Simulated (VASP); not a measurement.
Input of a VASP 6.6.1 run:

File INCAR:

```
ALGO = Normal
EDIFF = 1E-7
ENCUT = 520
GGA = PE
ISIF = 2
ISMEAR = 0
LASPH = True
LCHARG = False
LREAL = False
LWAVE = False
NBANDS = 28
NELM = 60
PREC = Accurate
SIGMA = 0.1
```

Contents of KPOINTS:

```
k-points
0
Gamma
  4 4 4
```

The input POSCAR:

```
HfSiO4
1.0
    0.0000000000      2.5742614674      3.9923174023
    3.4054859027      0.0000000000      3.9923174023
    3.4054859027      2.5742614674      0.0000000000
Hf Si O
1 1 4
Direct
    0.2500000000      0.2500000000      0.2500000000
    0.5000000000      0.5000000000      0.5000000000
    0.2550305470      0.7449694530      0.7449694530
    0.7449694530      0.2550305470      0.2550305470
    0.2874001254      0.2874001254      0.7125998746
    0.7125998746      0.7125998746      0.2874001254
```

Potentials or basis: VASP PAW PBE potentials, release 64 (Hf_pv, Si, O).

Run with:

```console
$ cat potpaw_PBE.64/Hf_pv/POTCAR potpaw_PBE.64/Si/POTCAR potpaw_PBE.64/O/POTCAR > POTCAR
$ mpirun -np 1 vasp_std > vasp.out
```

(1) Predict the band gap on the k mesh.

(2) Predict the pressure.

(3) Predict the largest force.

Answers

(1) 1.03 eV, direct.

(2) -1.3 GPa.

(3) 0.097 eV/Å.

Caveat: the k points lie up to 0.43 Å⁻¹ apart; spin-orbit coupling is left out, which moves the levels of the heavy elements.
